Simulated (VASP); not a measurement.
# La (P6_3/mmc) in VASP: a series of runs, part 2 of 2

VASP 6.6.1. Earlier steps stand in the parts before.

## (3) Single point, PBE

This run uses another cell than the first one, of 37.86 Å³/atom.

File INCAR:

```
SYSTEM = La
PREC = Accurate
ENCUT = 520
EDIFF = 1E-7
ISMEAR = -1
SIGMA = 0.1
LREAL = .FALSE.
LASPH = .TRUE.
NELM = 60
ALGO = Normal
ISIF = 2
LWAVE = .FALSE.
LCHARG = .FALSE.
GGA = PE
NBANDS = 18
```

File KPOINTS:

```
regular mesh
0
G
  16 16 9
  0 0 0
```

File POSCAR:

```
La
1.0
    3.7833703043      0.0000000000      0.0000000000
   -1.8916851521      3.2764947954      0.0000000000
    0.0000000000      0.0000000000      6.1090211732
La
2
Direct
    0.3333333333      0.6666666667      0.2500000000
    0.6666666667      0.3333333333      0.7500000000
```

Potentials or basis: VASP PAW PBE potentials, release 64 (La).

The run is started by

```console
$ cat potpaw_PBE.64/La/POTCAR > POTCAR
$ mpirun -np 1 vasp_std > vasp.out
```

OUTCAR:

```text
SYSTEM = La
   PREC = Accurate
   ENCUT = 520
   EDIFF = 1E-7
   ISMEAR = -1
   LREAL = .FALSE.
   LASPH = .TRUE.
   NELM = 60
   ISIF = 2
   GGA = PE

 ion  position               nearest neighbor table
   1  0.333  0.667  0.250-
   2  0.667  0.333  0.750-

  LATTYP: Found a hexagonal cell.
 ALAT       =     3.7833703043
 C/A-ratio  =     1.6147034738

  Lattice vectors:

 A1 = (   3.7833703043,   0.0000000000,   0.0000000000)
 A2 = (  -1.8916851521,   3.2764947954,   0.0000000000)
 A3 = (   0.0000000000,   0.0000000000,   6.1090211732)

Analysis of symmetry for initial positions (statically):
=====================================================================
 Subroutine PRICEL returns:
 Original cell was already a primitive cell.

 Routine SETGRP: Setting up the symmetry group for a
 hexagonal supercell.

 Subroutine GETGRP returns: Found 24 space group operations
 (whereof 12 operations were pure point group operations)
 out of a pool of 24 trial point group operations.

The static configuration has the point symmetry D_3d.
 The point group associated with its full space group is D_6h.

Analysis of symmetry for dynamics (positions and initial velocities):
=====================================================================
 Subroutine PRICEL returns:
 Original cell was already a primitive cell.

 Routine SETGRP: Setting up the symmetry group for a
 hexagonal supercell.

 Subroutine GETGRP returns: Found 24 space group operations
 (whereof 12 operations were pure point group operations)
 out of a pool of 24 trial point group operations.

The dynamic configuration has the point symmetry D_3d.
 The point group associated with its full space group is D_6h.

 Subroutine INISYM returns: Found 24 space group operations
 (whereof 12 operations are pure point group operations),
 and found     1 'primitive' translations

----------------------------------------------------------------------------------------

                                     Primitive cell

  volume of cell :      75.7286

  direct lattice vectors                    reciprocal lattice vectors
     3.783370304  0.000000000  0.000000000     0.264314598  0.152602104  0.000000000
    -1.891685152  3.276494795  0.000000000     0.000000000  0.305204208  0.000000000
     0.000000000  0.000000000  6.109021173     0.000000000  0.000000000  0.163692345

  length of vectors
     3.783370304  3.783370304  6.109021173     0.305204208  0.305204208  0.163692345

  position of ions in fractional coordinates (direct lattice)
     0.333333333  0.666666667  0.250000000
     0.666666667  0.333333333  0.750000000

  ion indices of the primitive-cell ions
   primitive index   ion index
                 1           1
                 2           2

----------------------------------------------------------------------------------------

 KPOINTS: regular mesh

Automatic generation of k-mesh.
 Grid dimensions read from file:
 generate k-points for:   16   16    9

 Generating k-lattice:

  Cartesian coordinates                     Fractional coordinates (reciprocal lattice)
     0.016519662  0.009537632  0.000000000     0.062500000 -0.000000000  0.000000000
     0.000000000  0.019075263  0.000000000     0.000000000  0.062500000  0.000000000
     0.000000000  0.000000000  0.018188038     0.000000000  0.000000000  0.111111111

  Length of vectors
     0.019075263  0.019075263  0.018188038

  Shift w.r.t. Gamma in fractional coordinates (k-lattice)
     0.000000000  0.000000000  0.000000000

 Subroutine IBZKPT returns following result:
 ===========================================

 Found    150 irreducible k-points:

 Following reciprocal coordinates:
            Coordinates               Weight
  0.000000  0.000000  0.000000      1.000000
  0.062500 -0.000000  0.000000      6.000000
  0.125000 -0.000000  0.000000      6.000000
  0.187500  0.000000  0.000000      6.000000
  0.250000 -0.000000  0.000000      6.000000
  0.312500  0.000000  0.000000      6.000000
[... 16 lines left out ...]
  0.187500  0.187500  0.000000      6.000000
  0.250000  0.187500  0.000000     12.000000
 [... further k-points ...]
   k-points           NKPTS =    150   k-points in BZ     NKDIM =    150   number of bands    NBANDS=     18
   number of dos      NEDOS =    301   number of ions     NIONS =      2
   total plane-waves  NPLWV =  37632
   dimension x,y,z NGX =    28 NGY =   28 NGZ =   48
   dimension x,y,z NGXF=    56 NGYF=   56 NGZF=   96
   ions per type =               2
   NGX,Y,Z   is equivalent  to a cutoff of  12.30, 12.30, 13.06 a.u.
   NGXF,Y,Z  is equivalent  to a cutoff of  24.61, 24.61, 26.12 a.u.
 SYSTEM =  La
   PREC   = accura    normal or accurate (medium, high low for compatibility)
   ISTART =      0    job   : 0-new  1-cont  2-samecut
   ICHARG =      2    charge: 1-file 2-atom 10-const
   ISPIN  =      1    spin polarized calculation?
   LNONCOLLINEAR =      F non collinear calculations
   LSORBIT =      F    spin-orbit coupling
   LASPH  =      T    aspherical Exc in radial PAW
   ENCUT  =  520.0 eV  38.22 Ry    6.18 a.u.   7.03  7.03 11.36*2*pi/ulx,y,z
   NELM   =     60;   NELMIN=  2; NELMDL= -5     # of ELM steps
   EDIFF  = 0.1E-06   stopping-criterion for ELM
   LREAL  =      F    real-space projection
   EDIFFG = 0.1E-05   stopping-criterion for IOM
   NSW    =      0    number of steps for IOM
   IBRION =     -1    ionic relax: 0-MD 1-quasi-New 2-CG
   NFREE  =      0    steps in history (QN), initial steepest desc. (CG)
   ISIF   =      2    stress and relaxation
   ISYM   =      2    0-nonsym 1-usesym 2-fastsym
   POTIM  = 0.5000    time-step for ionic-motion
   TEBEG  =    0.0;   TEEND  =   0.0 temperature during run
   PSTRESS=    0.0 pullay stress
   NELECT =      22.0000    total number of electrons
   NUPDOWN=      -1.0000    fix difference up-down
   EMIN   =  10.00;   EMAX   =-10.00  energy-range for DOS
   EFERMI =   0.00;   METHOD = LEGACY
   ISMEAR =    -1;   SIGMA  =   0.10  broadening in eV -4-tet -1-fermi 0-gaus
   EFERMI_NEDOS =   21; number of points for ismear=-14 and -15
   IALGO  =     38    algorithm
   IMIX   =      4    mixing-type and parameters
     AMIX     =   0.40;   BMIX     =  1.00
     AMIX_MAG =   1.60;   BMIX_MAG =  1.00
  volume/ion in A,a.u.               =      37.86       255.52
  Fermi-wavevector in a.u.,A,eV,Ry     =   1.084249  2.048934 15.994956  1.175596
  Thomas-Fermi vector in A             =   2.220335
   LORBIT       =      0    0 simple, 1 ext, 2 COOP (PROOUT), +10 PAW based schemes
   GGA     = PE    functional components
   LHFCALC =     F    Hartree Fock is set to
   AEXX    =    0.0000 exact exchange contribution
   IVDW    =     0    specifies the selected vdW correction
   LEPSILON=     F    determine dielectric tensor
   LRPA    =     F    only Hartree local field effects (RPA)
 non-spin polarized calculation
  energy-cutoff  :      520.00
  volume of cell :       75.73
 maximum number of plane-waves:      2055
   NGX = 15   NGY = 15   NGZ = 23

 number of electron      21.9999998 magnetization

 Free energy of the ion-electron system (eV)
  ---------------------------------------------------
  ext. energy  EPLUGINS =         0.00000000
  ---------------------------------------------------
  free energy    TOTEN  =        -9.77729767 eV

  energy without entropy =       -9.64846879  energy(sigma->0) =       -9.71288323

 E-fermi :   7.6656     XC(G=0):  -9.4825

 val. band max:        7.6616854856   @ k =   0.4375   0.1250   0.2222
 cond. band min:       7.6677526885   @ k =   0.1250   0.1250   0.0000
 fundamental gap:      0.0060672029
 Fermi energy:         7.6655812682

 k-point     1 :       0.0000    0.0000    0.0000
  band No.  band energies     occupation
      1     -25.2075      2.00000
      2     -25.0185      2.00000
      3      -9.5538      2.00000
      4      -8.4289      2.00000
      5      -8.4289      2.00000
      6      -8.2521      2.00000
[... 10 lines left out ...]
     17       9.3316      0.00000
     18       9.3829      0.00000
[... 463 lines left out ...]
 k-point    24 :       0.2500    0.1875    0.0000
  band No.  band energies     occupation
      1     -25.0554      2.00000
      2     -24.9673      2.00000
      3      -9.1713      2.00000
      4      -9.0873      2.00000
      5      -9.0820      2.00000
      6      -8.7413      2.00000
[... 10 lines left out ...]
     17       9.5609      0.00000
     18       9.5768      0.00000

 [... further k-points ...]

------------------------ aborting loop because EDIFF is reached ----------------------------------------

  FORCE on cell =-STRESS in cart. coord.  units (eV):
  Direction    XX          YY          ZZ          XY          YZ          ZX
  --------------------------------------------------------------------------------------
  -------------------------------------------------------------------------------------
  Total        0.0212836      0.0212836      0.0086781      0.0000000      0.0000000      0.0000000
  in kB        0.4502927      0.4502927      0.1836004      0.0000000      0.0000000      0.0000000
  external PRESSURE =       0.3613953 kB  Pullay stress =       0.0000000 kB

 VOLUME and BASIS-vectors are now :
 -----------------------------------------------------------------------------
  energy-cutoff  :      520.00
  volume of cell :       75.73
      direct lattice vectors                 reciprocal lattice vectors
     3.783370304  0.000000000  0.000000000     0.264314598  0.152602104  0.000000000
    -1.891685152  3.276494795  0.000000000     0.000000000  0.305204208  0.000000000
     0.000000000  0.000000000  6.109021173     0.000000000  0.000000000  0.163692345

 POSITION                                       TOTAL-FORCE (eV/Angst)
 -----------------------------------------------------------------------------------
     -0.00000      2.18433      1.52726        -0.000000      0.000000      0.000000
      1.89169      1.09216      4.58177         0.000000     -0.000000      0.000000
 -----------------------------------------------------------------------------------
    total drift:                               -0.000000      0.000000     -0.000000

  FREE ENERGIE OF THE ION-ELECTRON SYSTEM (eV)
  ---------------------------------------------------
  free  energy   TOTEN  =        -9.7772976685 eV

  energy  without entropy=       -9.6484687857  energy(sigma->0) =       -9.71288323
```

OSZICAR:

```text
N       E                     dE             d eps       ncg     rms          rms(c)
DAV:   1     0.254342547214E+03    0.25434E+03   -0.80552E+03  5400   0.167E+03
DAV:   2     0.276413026480E+02   -0.22670E+03   -0.22345E+03  7640   0.302E+02
DAV:   3    -0.624034269912E+01   -0.33882E+02   -0.32816E+02  8914   0.137E+02
[... 11 lines left out ...]
DAV:  15    -0.977729704834E+01    0.53987E-05   -0.28305E-05  9504   0.544E-02    0.599E-03
DAV:  16    -0.977729718688E+01   -0.13854E-06   -0.16942E-06 10672   0.151E-02    0.544E-03
DAV:  17    -0.977729740012E+01   -0.21323E-06   -0.27277E-07  7760   0.562E-03    0.260E-03
DAV:  18    -0.977729759847E+01   -0.19835E-06   -0.11684E-07  7200   0.480E-03    0.934E-04
DAV:  19    -0.977729766852E+01   -0.70054E-07   -0.34415E-08  6640   0.429E-03
   1 F= -.97772977E+01 E0= -.97128832E+01  d E =-.128829E+00
```

stdout:

```text
POSCAR found type information on POSCAR La
 POSCAR found :  1 types and       2 ions
 scaLAPACK will be used
 LDA part: xc-table for (Slater+PW92), standard interpolation
 POSCAR, INCAR and KPOINTS ok, starting setup
 FFT: planning ... GRIDC
 FFT: planning ... GRID_SOFT
 FFT: planning ... GRID
 WAVECAR not read
 entering main loop
```

It took 6.5 min on 1 thread of Oxide Virtual Turin-like, shared host; peak memory 0.31 GiB.

What came out:

```yaml
Free_energy: -9.7773 eV
Pressure: 0.0 GPa
Band_gap_on_the_k_mesh: zero (bands 11 and 12 overlap by 1.44 eV)
```

Caveat: spin-orbit coupling is left out, which moves the levels of the heavy elements.

## (4) Single point, PBE (37.86 Å³/atom)

This run uses another cell than the first one, of 37.86 Å³/atom.

File INCAR:

```
ALGO     = Normal         # electronic algorithm
EDIFF    = 1E-6           # SCF threshold, eV
ENCUT    = 520            # plane-wave cutoff, eV
GGA      = PE             # functional
ISIF     = 2              # what is computed and relaxed
ISMEAR   = -1             # smearing method
LASPH    = T              # aspherical terms in the spheres
LCHARG   = F              # write CHGCAR
LREAL    = F              # projectors in reciprocal space
LWAVE    = F              # write WAVECAR
NBANDS   = 18             # bands
NELM     = 80             # most SCF steps
PREC     = Accurate       # precision mode
SIGMA    = 0.1            # smearing width, eV
```

File KPOINTS:

```
k-points
0
Gamma
  16 16 9
```

POSCAR is that of step 3.

Potentials or basis: VASP PAW PBE potentials, release 64 (La).

The run is started by

```console
$ cat potpaw_PBE.64/La/POTCAR > POTCAR
$ mpirun -np 1 vasp_std > vasp.out
```

OUTCAR:

```text
EDIFF = 1E-6
   ENCUT = 520
   GGA = PE
   ISIF = 2
   ISMEAR = -1
   LASPH = T
   LREAL = F
   NELM = 80
   PREC = Accurate

 ion  position               nearest neighbor table
   1  0.333  0.667  0.250-
   2  0.667  0.333  0.750-

  LATTYP: Found a hexagonal cell.
 ALAT       =     3.7833703043
 C/A-ratio  =     1.6147034738

  Lattice vectors:

[... 687 lines left out ...]
     17       9.5736      0.00000
     18       9.5939      0.00000

 [... further k-points ...]

------------------------ aborting loop because EDIFF is reached ----------------------------------------

  FORCE on cell =-STRESS in cart. coord.  units (eV):
  Direction    XX          YY          ZZ          XY          YZ          ZX
  --------------------------------------------------------------------------------------
  -------------------------------------------------------------------------------------
  Total       -0.0262285     -0.0262285     -0.0377400     -0.0000000      0.0000000      0.0000000
  in kB       -0.5549126     -0.5549126     -0.7984593     -0.0000000      0.0000000      0.0000000
  external PRESSURE =      -0.6360948 kB  Pullay stress =       0.0000000 kB

 VOLUME and BASIS-vectors are now :
 -----------------------------------------------------------------------------
  energy-cutoff  :      520.00
  volume of cell :       75.73
      direct lattice vectors                 reciprocal lattice vectors
     3.783370304  0.000000000  0.000000000     0.264314598  0.152602104  0.000000000
    -1.891685152  3.276494795  0.000000000     0.000000000  0.305204208  0.000000000
     0.000000000  0.000000000  6.109021173     0.000000000  0.000000000  0.163692345

 POSITION                                       TOTAL-FORCE (eV/Angst)
 -----------------------------------------------------------------------------------
     -0.00000      2.18433      1.52726         0.000000     -0.000000      0.000000
      1.89169      1.09216      4.58177        -0.000000      0.000000      0.000000
 -----------------------------------------------------------------------------------
    total drift:                               -0.000000      0.000000     -0.000000

  FREE ENERGIE OF THE ION-ELECTRON SYSTEM (eV)
  ---------------------------------------------------
  free  energy   TOTEN  =        -9.7773024439 eV

  energy  without entropy=       -9.6485233765  energy(sigma->0) =       -9.71291291
```

stdout:

```text
POSCAR found type information on POSCAR La
 POSCAR found :  1 types and       2 ions
 scaLAPACK will be used
 LDA part: xc-table for (Slater+PW92), standard interpolation
 POSCAR, INCAR and KPOINTS ok, starting setup
 FFT: planning ... GRIDC
 FFT: planning ... GRID_SOFT
 FFT: planning ... GRID
 WAVECAR not read
 entering main loop
```

Run time: 4.4 min. Hardware: 1 thread of Oxide Virtual Turin-like, shared host; peak memory 0.31 GiB.

Results:

```
Free energy            : -9.7773 eV
Pressure               : -0.1 GPa
Band gap on the k mesh : zero (bands 11 and 12 overlap by 1.44 eV)
```

Caveat: spin-orbit coupling is left out, which moves the levels of the heavy elements.
